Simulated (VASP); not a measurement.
## Al2BN3: relaxation of cell and atoms with PBE

The system is Al2BN3.

```xyz
6
Lattice="2.9591 0.0000 0.0000 -1.4795 2.5627 0.0000 0.0000 0.0000 7.2336" Properties=species:S:1:pos:R:3 pbc="T T T"
Al    0.0000    0.0000    0.0991
Al    0.0000    1.7084    4.7470
B     1.4795    0.8542    2.3207
N     0.0000    0.0000    5.4581
N     0.0000    1.7084    2.8531
N     1.4795    0.8542    0.7977
```

- Program: VASP 6.6.1
- Task: relaxation of cell and atoms
- Functional: PBE
- Potentials or basis: VASP PAW PBE potentials, release 64 (Al, B, N)
- Cutoff: 600 eV
- k mesh: 12 × 12 × 4
- Occupations: gaussian, width 0.02 eV
- Spin: no spin polarisation
- Dipole correction: no
- Further INCAR settings: ALGO = Normal; EDIFF = 1e-06; IBRION = 2; EDIFFG = -0.01; NSW = 100; ISIF = 3

```json
{
  "Relaxed volume": "9.13 Å³/atom",
  "Relaxed cell": "a = 2.958 Å, b = 2.958 Å, c = 7.229 Å, α = 90.00°, β = 90.00°, γ = 120.00°",
  "Space group after relaxing (to 0.05 Å)": "P3m1 (No. 156)",
  "Energy gained by relaxing": "0.0 meV/atom",
  "Ionic steps": "5",
  "Pressure after relaxing": "0.0 GPa",
  "Largest force after relaxing": "0.006 eV/Å",
  "Band gap on the k mesh": "3.10 eV, indirect (least direct gap 4.07 eV)"
}
```

Forces on the atoms (eV/Å):
```
Al   0.000  0.000  0.002
Al   0.000  0.000 -0.002
B    0.000  0.000 -0.006
N    0.000  0.000 -0.004
N    0.000  0.000  0.006
N    0.000  0.000  0.003
```

The path:
| step | energy change (eV) | largest force (eV/Å) | pressure (GPa) | volume (Å³) |
| --- | --- | --- | --- | --- |
| 1 | 0.0000 | 0.0226 | -0.35 | 54.85 |
| 2 | 0.0000 | 0.0128 | 0.32 | 54.69 |
| 3 | -0.0001 | 0.0131 | 0.04 | 54.77 |
| 4 | -0.0001 | 0.0135 | 0.03 | 54.77 |
| 5 | -0.0001 | 0.0060 | -0.01 | 54.77 |

Final structure:
```xyz
6
Lattice="2.9577 0.0000 0.0000 -1.4789 2.5615 0.0000 0.0000 0.0000 7.2295" Properties=species:S:1:pos:R:3 pbc="T T T"
Al    0.0000    0.0000    0.0982
Al    0.0000    1.7077    4.7445
B     1.4789    0.8538    2.3206
N     0.0000    0.0000    5.4543
N     0.0000    1.7077    2.8521
N     1.4789    0.8538    0.7967
```

Levels at points of the mesh, in eV from the valence-band top:
| k point | band 9 | band 10 | band 11 | band 12 | band 13 | band 14 | band 15 | band 16 |
| --- | --- | --- | --- | --- | --- | --- | --- | --- |
| (0.00, 0.00, 0.00) | -0.50 | -0.38 | 0.00 | 0.00 | 4.28 | 5.89 | 7.93 | 7.97 |
| (0.50, 0.00, 0.00) | -2.52 | -1.62 | -1.46 | -0.97 | 3.10 | 6.23 | 7.26 | 8.36 |
| (0.00, 0.00, 0.50) | -0.46 | -0.46 | -0.04 | -0.04 | 4.75 | 6.04 | 7.54 | 7.99 |
| (0.50, 0.00, 0.50) | -3.07 | -1.72 | -0.98 | -0.73 | 4.42 | 4.62 | 6.95 | 8.81 |

It took 4.9 min on 1 thread of AMD EPYC 7R13, with other jobs on the host, peak memory 0.2 GiB.

A k mesh can miss the band edges. PBE gaps usually lie below the measured ones, often by a third to a half.
